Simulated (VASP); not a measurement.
# Fe (P6/mmm) in VASP: a series of runs

The runs below take Fe through relaxation of cell and atoms, with LDA.

Program: VASP 6.6.1. These are calculated values, not measurements. Logs are shortened: lines on timing, memory, paths and dates and some standing lists are left out, and cuts for length are marked.

## 1. The cell of the first run

The structure is hexagonal, space group P6/mmm (No. 191). The conventional cell has a = 3.681 Å, b = 3.681 Å, c = 2.301 Å, α = 90.00°, β = 90.00°, γ = 120.00°. Within 3.0 Å of Fe (site symmetry 6/mmm) lie 14 Fe at 2.30 to 2.42 Å. Fe (site symmetry -6m2) has 11 Fe at 2.13 to 2.42 Å within 2.8 Å.

This isn't the form of Fe at room conditions, which is bcc.

## 2. Relaxation of cell and atoms, LDA, collinear spin, ferromagnetic start, target pressure 31 GPa, at which the enthalpy is minimised

INCAR

```
  PREC = Accurate
  ENCUT = 600
  EDIFF = 1E-7
  ISMEAR = -1
  SIGMA = 0.05
  LREAL = F
  LASPH = T
  NELM = 150
  ALGO = Normal
  ISIF = 3
  LWAVE = F
  LCHARG = F
  ISPIN = 2
  MAGMOM = 2.5 2.5 2.5
  LORBIT = 11
  LMAXMIX = 4
  IBRION = 2
  NSW = 32
  EDIFFG = -0.005
  PSTRESS = 310.0
```

KPOINTS

```
Automatic mesh
0
Gamma
  10 10 13
```

POSCAR

```
Fe
1.0
    3.6807492721      0.0000000000      0.0000000000
   -1.8403746360      3.1876223746      0.0000000000
    0.0000000000      0.0000000000      2.3013427708
Fe
3
Direct
    0.0000000000      0.0000000000      0.0000000000
    0.3333333333      0.6666666667      0.5000000000
    0.6666666667      0.3333333333      0.5000000000
```

Potentials or basis: VASP PAW LDA potentials, release 64 (Fe).

The run is started by

```sh
$ cat potpaw_LDA.64/Fe/POTCAR > POTCAR
$ mpirun -np 1 vasp_std > vasp.out
```

OUTCAR:

```text
PREC = Accurate
   ENCUT = 600
   EDIFF = 1E-7
   ISMEAR = -1
   LREAL = F
   LASPH = T
   NELM = 150
   ISIF = 3
   ISPIN = 2
   LORBIT = 11
   IBRION = 2
   NSW = 32
   EDIFFG = -0.005
   PSTRESS = 310.0

 ion  position               nearest neighbor table
   1  0.000  0.000  0.000-   2 2.42   3 2.42   2 2.42   3 2.42   2 2.42   2 2.42   3 2.42   3 2.42
                             3 2.42   3 2.42   2 2.42   2 2.42
   2  0.333  0.667  0.500-   3 2.13   3 2.13   3 2.13   1 2.42   1 2.42   1 2.42   1 2.42   1 2.42
                             1 2.42
   3  0.667  0.333  0.500-   2 2.13   2 2.13   2 2.13   1 2.42   1 2.42   1 2.42   1 2.42   1 2.42
                             1 2.42

  LATTYP: Found a hexagonal cell.
 ALAT       =     3.6807492721
 C/A-ratio  =     0.6252375809

  Lattice vectors:

 A1 = (   3.6807492721,   0.0000000000,   0.0000000000)
 A2 = (  -1.8403746360,   3.1876223746,   0.0000000000)
 A3 = (   0.0000000000,   0.0000000000,   2.3013427708)

Analysis of symmetry for initial positions (statically):
=====================================================================
 Subroutine PRICEL returns:
 Original cell was already a primitive cell.

 Routine SETGRP: Setting up the symmetry group for a
 hexagonal supercell.

 Subroutine GETGRP returns: Found 24 space group operations
 (whereof 24 operations were pure point group operations)
 out of a pool of 24 trial point group operations.

The static configuration has the point symmetry D_6h.

Analysis of symmetry for dynamics (positions and initial velocities):
=====================================================================
 Subroutine PRICEL returns:
 Original cell was already a primitive cell.

 Routine SETGRP: Setting up the symmetry group for a
 hexagonal supercell.

 Subroutine GETGRP returns: Found 24 space group operations
 (whereof 24 operations were pure point group operations)
 out of a pool of 24 trial point group operations.

The dynamic configuration has the point symmetry D_6h.

Analysis of structural, dynamic, and magnetic symmetry:
=====================================================================
 Subroutine PRICEL returns:
 Original cell was already a primitive cell.

 Routine SETGRP: Setting up the symmetry group for a
 hexagonal supercell.

 Subroutine GETGRP returns: Found 24 space group operations
 (whereof 24 operations were pure point group operations)
 out of a pool of 24 trial point group operations.

The overall configuration has the point symmetry D_6h.

[... 110 lines left out ...]
   PSTRESS=  310.0 pullay stress
   NELECT =      24.0000    total number of electrons
   NUPDOWN=      -1.0000    fix difference up-down
   EMIN   =  10.00;   EMAX   =-10.00  energy-range for DOS
   EFERMI =   0.00;   METHOD = LEGACY
   ISMEAR =    -1;   SIGMA  =   0.05  broadening in eV -4-tet -1-fermi 0-gaus
   EFERMI_NEDOS =   21; number of points for ismear=-14 and -15
   IALGO  =     38    algorithm
   IMIX   =      4    mixing-type and parameters
     AMIX     =   0.40;   BMIX     =  1.00
     AMIX_MAG =   1.60;   BMIX_MAG =  1.00
  volume/ion in A,a.u.               =       9.00        60.74
  Fermi-wavevector in a.u.,A,eV,Ry     =   1.574045  2.974513 33.710029  2.477617
  Thomas-Fermi vector in A             =   2.675238
   LORBIT       =     11    0 simple, 1 ext, 2 COOP (PROOUT), +10 PAW based schemes
   GGA     = CA    functional components
   LHFCALC =     F    Hartree Fock is set to
   AEXX    =    0.0000 exact exchange contribution
   IVDW    =     0    specifies the selected vdW correction
   LEPSILON=     F    determine dielectric tensor
   LRPA    =     F    only Hartree local field effects (RPA)
 conjugate gradient relaxation of ions
 spin polarized calculation
  energy-cutoff  :      600.00
  volume of cell :       27.00
 maximum number of plane-waves:       927
 NGX is ok and might be reduce to    30
   NGX = 15   NGY = 15   NGZ =  9

--------------------------------------- Ionic step        1  -------------------------------------------

 number of electron      23.9999985 magnetization       0.0008956

 number of electron      23.9999985 magnetization      -0.0000094

 Free energy of the ion-electron system (eV)
  ---------------------------------------------------
  ext. energy  EPLUGINS =         0.00000000
  ---------------------------------------------------
  free energy    TOTEN  =       -27.50217693 eV

  energy without entropy =      -27.46665091  energy(sigma->0) =      -27.48441392

------------------------ aborting loop because EDIFF is reached ----------------------------------------

  FORCE on cell =-STRESS in cart. coord.  units (eV):
  Direction    XX          YY          ZZ          XY          YZ          ZX
  --------------------------------------------------------------------------------------
  -------------------------------------------------------------------------------------
  Total        5.0642890      5.0642890      5.1533998      0.0000000     -0.0000000      0.0000000
  in kB      300.5001231    300.5001231    305.7876986      0.0000000     -0.0000000      0.0000000
  external PRESSURE =      -7.7373518 kB  Pullay stress =     310.0000000 kB
[... 190 lines left out ...]
 number of electron      23.9999986 magnetization       0.0000032

 number of electron      23.9999986 magnetization      -0.0000026

 Free energy of the ion-electron system (eV)
  ---------------------------------------------------
  ext. energy  EPLUGINS =         0.00000000
  ---------------------------------------------------
  free energy    TOTEN  =       -27.49415056 eV

  energy without entropy =      -27.45871318  energy(sigma->0) =      -27.47643187

 E-fermi :   8.4863     XC(G=0): -14.8035

 val. band max:        8.4853132797   @ k =   0.1000  -0.0000   0.2308
 cond. band min:       8.4883394537   @ k =   0.4000   0.1000   0.1538
 fundamental gap:      0.0030261740
 Fermi energy:         8.4862588646

 spin component 1

 k-point     1 :       0.0000    0.0000    0.0000
  band No.  band energies     occupation
      1      -1.2500      1.00000
      2       3.0889      1.00000
      3       5.0768      1.00000
      4       5.0768      1.00000
      5       5.0945      1.00000
      6       5.0945      1.00000
[... 541 lines left out ...]
     19      19.4944      0.00000
     20      25.5537      0.00000

 [... further k-points ...]

 spin component 2

 k-point     1 :       0.0000    0.0000    0.0000
  band No.  band energies     occupation
      1      -1.2500      1.00000
      2       3.0889      1.00000
      3       5.0768      1.00000
      4       5.0768      1.00000
      5       5.0945      1.00000
      6       5.0945      1.00000
[... 577 lines left out ...]
  energy  without entropy=      -27.4587131799  energy(sigma->0) =      -27.47643187

  enthalpy is  TOTEN    =       -22.2779167060 eV   P V=        5.2162338564

 reached required accuracy - stopping structural energy minimisation

 total charge

# of ion       s       p       d       tot
------------------------------------------
    1        0.580   0.751   6.476   7.808
    2        0.618   0.773   6.559   7.950
    3        0.618   0.773   6.559   7.950
--------------------------------------------------
tot          1.815   2.298  19.594  23.707

 magnetization (x)

# of ion       s       p       d       tot
------------------------------------------
    1        0.000   0.000   0.000   0.000
    2        0.000   0.000   0.000   0.000
    3        0.000   0.000   0.000   0.000
--------------------------------------------------
tot          0.000   0.000   0.000   0.000
```

CONTCAR:

```text
Fe
   1.00000000000000
     3.6778499432120539    0.0000000000043671   -0.0000000000000000
    -1.8389249715522844    3.1851114821269775   -0.0000000000000000
     0.0000000000000000   -0.0000000000000000    2.3013745098736877
  Fe
     3
Direct
     0.0000000000000000    0.0000000000000000    0.0000000000000000
     0.3333333332999970    0.6666666667000030    0.5000000000000000
     0.6666666667000030    0.3333333332999970    0.5000000000000000

  0.00000000E+00  0.00000000E+00  0.00000000E+00
  0.00000000E+00  0.00000000E+00  0.00000000E+00
  0.00000000E+00  0.00000000E+00  0.00000000E+00
```

It took 8.6 min on 1 thread of Intel Xeon 6975P-C (Granite Rapids), shared host; peak memory 0.2 GiB.

What came out:

```yaml
Free_energy: -27.4942 eV
Relaxed_volume: 8.99 Å³/atom
Relaxed_cell: a = 3.678 Å, b = 3.678 Å, c = 2.301 Å, α = 90.00°, β = 90.00°, γ = 120.00°
Space_group_after_relaxing_to_0.1_Å: P6/mmm (No. 191)
Energy_change_on_relaxing_the_run_minimises_the_enthalpy: +2.7 meV/atom
Ionic_steps: 6
Pressure_after_relaxing: 31.0 GPa
Band_gap_on_the_k_mesh: zero (filled and empty bands overlap)
Net_moment: 0.00 μB per cell
Valence_electrons_inside_the_program's_atomic_spheres: Fe 7.81, 7.95 (each value once)
```

The path:
```
step  energy change (eV)  largest force (eV/Å)  pressure (GPa)  volume (Å³)
   1              0.0000                0.0000           30.23        27.00
   2              0.0336                0.0000           33.21        26.83
   3              0.0087                0.0000           31.04        26.96
   4              0.0085                0.0000           31.02        26.96
   5              0.0078                0.0000           30.95        26.96
   6              0.0080                0.0000           30.97        26.96
```

Final structure:
```xyz
3
Lattice="3.6778 0.0000 0.0000 -1.8389 3.1851 0.0000 0.0000 0.0000 2.3014" Properties=species:S:1:pos:R:3 pbc="T T T"
Fe    0.0000    0.0000    0.0000
Fe    0.0000    2.1234    1.1507
Fe    1.8389    1.0617    1.1507
```

Caveat: the cell is relaxed towards a set pressure, so the run minimises the enthalpy, not the energy.

## 3. Relaxation of cell and atoms, LDA, collinear spin, ferromagnetic start, target pressure 31 GPa, at which the enthalpy is minimised

This run uses another cell than the first one, of 9.44 Å³/atom.

INCAR

```
PREC     = Accurate       # precision mode
ENCUT    = 600            # plane-wave cutoff, eV
EDIFF    = 1E-6           # SCF threshold, eV
ISMEAR   = -1             # smearing method
SIGMA    = 0.05           # smearing width, eV
LREAL    = F              # projectors in reciprocal space
LASPH    = T              # aspherical terms in the spheres
NELM     = 150            # most SCF steps
ALGO     = Normal         # electronic algorithm
ISIF     = 3              # what is computed and relaxed
LWAVE    = F              # write WAVECAR
LCHARG   = F              # write CHGCAR
ISPIN    = 2              # spin polarisation
MAGMOM   = 2.5 2.5 2.5    # initial moments
LORBIT   = 11             # projections on sites
LMAXMIX  = 4              # l up to which the mixer works
GGA      = CA             # functional
IBRION   = 2              # ionic algorithm
NSW      = 60             # ionic steps
EDIFFG   = -0.005         # ionic threshold
PSTRESS  = 310.0
```

KPOINTS

```
regular mesh
0
Gamma
  10 10 13
```

POSCAR

```
Fe
1.0
    3.7497500048      0.0000000000      0.0000000000
   -1.8748750024      3.2473787620      0.0000000000
    0.0000000000      0.0000000000      2.3248450030
Fe
3
Direct
    0.0000000000      0.0000000000      0.0000000000
    0.3333333333      0.6666666667      0.5000000000
    0.6666666667      0.3333333333      0.5000000000
```

Potentials or basis: VASP PAW LDA potentials, release 64 (Fe).

The run is started by

```sh
$ cat potpaw_LDA.64/Fe/POTCAR > POTCAR
$ mpirun -np 1 vasp_std > vasp.out
```

Wall time 11 min (1 thread of Intel Xeon 6975P-C (Granite Rapids), shared host); peak memory 0.22 GiB.

The run converged. Its results:

| Quantity | Value |
| --- | --- |
| Free energy | -27.4946 eV |
| Relaxed volume | 8.99 Å³/atom |
| Relaxed cell | a = 3.678 Å, b = 3.678 Å, c = 2.301 Å, α = 90.00°, β = 90.00°, γ = 120.00° |
| Space group after relaxing (to 0.1 Å) | P6/mmm (No. 191) |
| Energy change on relaxing (the run minimises the enthalpy) | +55.5 meV/atom |
| Ionic steps | 9 |
| Pressure after relaxing | 31.0 GPa |
| Band gap on the k mesh | zero (filled and empty bands overlap) |
| Net moment | 0.00 μB per cell |
| Valence electrons inside the program's atomic spheres | Fe 7.81, 7.95 (each value once) |

The path:
```
step  energy change (eV)  largest force (eV/Å)  pressure (GPa)  volume (Å³)
   1              0.0000                0.0000           10.15        28.31
   2              1.6181                0.0000          114.92        23.57
   3              0.1559                0.0000           29.88        27.02
   4              0.1677                0.0000           30.95        26.95
   5              0.1728                0.0000           31.45        26.93
   6              0.1688                0.0000           31.30        26.95
   7              0.1697                0.0000           31.32        26.94
   8              0.1589                0.0000           30.36        27.00
   9              0.1664                0.0000           31.01        26.96
```

Final structure:
```
CELL_PARAMETERS angstrom
3.67774 0.00000 0.00000
-1.83887 3.18502 0.00000
0.00000 0.00000 2.30133
ATOMIC_POSITIONS crystal
Fe 0.00000 0.00000 0.00000
Fe 0.33333 0.66667 0.50000
Fe 0.66667 0.33333 0.50000
```

Levels at points of the mesh, in eV from the Fermi level:
Spin up:
```csv
k point,band 8,band 9,band 10,band 11,band 12,band 13,band 14,band 15,band 16,band 17
"(0.00, 0.00, 0.00)",-2.23,-1.67,-1.67,-1.07,-1.07,-0.97,-0.97,1.18,1.18,8.99
"(0.50, 0.00, 0.00)",-2.21,-2.04,-0.88,-0.82,0.31,0.58,0.62,0.62,0.82,0.97
```
Spin down:
```tsv
k point	band 10	band 11	band 12	band 13	band 14	band 15
(0.00, 0.00, 0.00)	-1.67	-1.07	-1.07	-0.97	-0.97	1.18
(0.50, 0.00, 0.00)	-0.88	-0.82	0.31	0.58	0.62	0.62
```

Caveat: the cell is relaxed towards a set pressure, so the run minimises the enthalpy, not the energy.
